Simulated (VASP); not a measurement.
Set up this calculation in VASP 6.6.1, as the native input.

```yaml
Task: single point
Functional: LDA
Potentials_or_basis: VASP PAW LDA potentials, release 64 (Nb_sv, Pd)
Cutoff: 520 eV
k_mesh: 11 × 11 × 11
Occupations: fermi-dirac, width 0.1 eV
Spin: no spin polarisation
Dipole_correction: no
Further_INCAR_settings: ALGO = Normal; EDIFF = 1e-06; NBANDS = 25
```

The structure of Nb2Pd lies in POSCAR:

```
Nb2Pd
1.0
    0.0000000000      2.1261448244      6.4792837605
    1.8018339243      0.0000000000      6.4792837605
    1.8018339243      2.1261448244      0.0000000000
Nb Pd
2 1
Direct
    0.3376730000      0.3376730000      0.6623270000
    0.6623270000      0.6623270000      0.3376730000
    0.0000000000      0.0000000000      0.0000000000
```

The input as run:

INCAR

```
PREC = Accurate ; ENCUT = 520
EDIFF = 1E-6 ; ISMEAR = -1
SIGMA = 0.1 ; LREAL = False
LASPH = True ; NELM = 100
ALGO = Normal ; ISIF = 2
LWAVE = False ; LCHARG = False
GGA = CA ; NBANDS = 25
```

KPOINTS

```
Automatic mesh
0
Gamma
  11 11 11
```

Potentials or basis: VASP PAW LDA potentials, release 64 (Nb_sv, Pd).

Launch:

```console
$ cat potpaw_LDA.64/Nb_sv/POTCAR potpaw_LDA.64/Pd/POTCAR > POTCAR
$ mpirun -np 1 vasp_std > vasp.out
```

Results of the run:

```
Pressure               : -6.2 GPa
Largest force          : 0.068 eV/Å
Band gap on the k mesh : zero (band 18 reaches 12.59 eV, above the bottom of band 19 at 10.68 eV)
```

Wall time 5 min on 1 thread of AMD EPYC 9R45 96-Core Processor (Zen 5) (shared host), peak memory 0.35 GiB.
